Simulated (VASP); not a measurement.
Write the native input for VASP 6.6.1 that does the following.

```
Task                   : single point
Functional             : PBE
Potentials or basis    : VASP PAW PBE potentials, release 64 (Zr_sv)
Cutoff                 : 520 eV
k mesh                 : 22 × 22 × 22
Occupations            : gaussian, width 0.1 eV
Spin                   : no spin polarisation
Dipole correction      : no
Further INCAR settings : ALGO = Fast; EDIFF = 1e-06; NBANDS = 12
```

The structure of Zr lies in POSCAR:

```
Zr
1.0
   -1.5896889528      1.8951135018      1.9005358834
    1.5896889528     -1.8951135018      1.9005358834
    1.5896889528      1.8951135018     -1.9005358834
Zr
1
Direct
    0.0000000000      0.5000000000      0.5000000000
```

The cell was generated, and may not be a known phase.

These files were run (other wordings do the same):

INCAR

```
SYSTEM = Zr
  PREC = Accurate
  ENCUT = 520
  EDIFF = 1E-6
  ISMEAR = 0
  SIGMA = 0.1
  LREAL = .FALSE.
  LASPH = .TRUE.
  NELM = 80
  ALGO = Fast
  ISIF = 2
  LWAVE = .FALSE.
  LCHARG = .FALSE.
  GGA = PE
  NBANDS = 12
```

KPOINTS

```
Automatic mesh
0
G
  22 22 22
  0 0 0
```

Potentials or basis: VASP PAW PBE potentials, release 64 (Zr_sv).

Command:

```bash
$ cat potpaw_PBE.64/Zr_sv/POTCAR > POTCAR
$ mpirun -np 1 vasp_std > vasp.out
```

Results of the run:

```
Pressure               : 0.1 GPa
Band gap on the k mesh : zero (bands 6 and 7 overlap by 1.31 eV)
```

Run time: 2.4 min on 1 thread of Intel(R) Xeon(R) 6975P-C (Granite Rapids), with other jobs on the host, peak memory 0.48 GiB.
